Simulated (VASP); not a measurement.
Input of a VASP 6.6.1 run:

INCAR

```
  ALGO = Normal
  EDIFF = 1E-6
  ENCUT = 600
  GGA = PE
  GGA_COMPAT = False
  ISIF = 2
  ISMEAR = 0
  ISYM = 0
  IVDW = 12
  LASPH = True
  LCHARG = True
  LELF = True
  LREAL = False
  LVHAR = True
  LWAVE = False
  NBANDS = 60
  NELM = 120
  PREC = Accurate
  SIGMA = 0.05
```

The input KPOINTS:

```
k-points
0
Gamma
  9 6 3
```

File POSCAR:

```
TiO2
1.0
    1.4862023626     -2.5741780023      0.0000000000
    1.4862023626     -0.8580593341     -4.8692577686
   10.6511169318      2.7171878914     -1.6230859229
Ti O
4 8
Direct
   -0.7917083333     -0.3166833333      0.9500500000
    0.3332916667     -0.0666833333      0.2000500000
   -0.3750416667     -0.1500166667      0.4500500000
   -0.0833750000     -0.2333500000      0.7000500000
    0.8171597473      0.1653735065      0.1001534995
    0.1088264139      0.0820401731      0.3501534995
    0.4004930806     -0.0012931602      0.6001534995
   -0.3078402527     -0.0846264935      0.8501534995
    0.5577569194      0.7845931602      0.0499465005
   -0.1505764139      0.7012598269      0.2999465005
    0.1410902527      0.6179264935      0.5499465005
   -0.5672430806      0.5345931602      0.7999465005
```

Potentials or basis: VASP PAW PBE potentials, release 64 (Ti_sv, O).

Command:

```console
$ cat potpaw_PBE.64/Ti_sv/POTCAR potpaw_PBE.64/O/POTCAR > POTCAR
$ mpirun -np 1 vasp_std > vasp.out
```

(1) Predict the pressure.

(2) Estimate the largest force.

Results:

(1) -1.3 GPa.

(2) 3.633 eV/Å.

Caveat: the cell differs from its parent crystal (the part above a cut slid along it); the stress differs along the axes, from -3 to 2 GPa; forces of over 1 eV/Å act on the atoms, so gaps and moduli don't describe the material at rest.
